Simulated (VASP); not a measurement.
A run of VASP 6.6.1 is set up as follows.

Contents of INCAR:

```
ALGO     = Normal         # electronic algorithm
EDIFF    = 1E-6           # SCF threshold, eV
ENCUT    = 520            # plane-wave cutoff, eV
GGA      = PE             # functional
ISIF     = 2              # what is computed and relaxed
ISMEAR   = 0              # smearing method
LASPH    = True           # aspherical terms in the spheres
LCHARG   = False          # write CHGCAR
LREAL    = False          # projectors in reciprocal space
LWAVE    = False          # write WAVECAR
NBANDS   = 11             # bands
NELM     = 100            # most SCF steps
PREC     = Accurate       # precision mode
SIGMA    = 0.05           # smearing width, eV
```

The input KPOINTS:

```
k-points
0
Gamma
  10 10 10
```

Contents of POSCAR:

```
AlN
1.0
    0.1262926137      2.1267036007      2.1267036007
    2.1267036007      0.1262926137      2.1267036007
    2.1267036007      2.1267036007      0.1262926137
Al N
1 1
Direct
    0.5000000000      0.5000000000      0.5000000000
    0.0000000000      0.0000000000      0.0000000000
```

Potentials or basis: VASP PAW PBE potentials, release 64 (Al, N).

Run with:

```sh
$ cat potpaw_PBE.64/Al/POTCAR potpaw_PBE.64/N/POTCAR > POTCAR
$ mpirun -np 1 vasp_std > vasp.out
```

**Question.** Predict the band gap on the k mesh.

**Answer.** 3.09 eV, indirect (least direct gap 3.94 eV).

**Question.** What does it give for the pressure?

**Answer.** -8.5 GPa.

Stress tensor (GPa, compression positive):
```
 -8.50 -19.03 -19.03
-19.03  -8.50 -19.03
-19.03 -19.03  -8.50
```

A k mesh can miss the band edges. As with any semilocal functional, this PBE gap is likely too small.
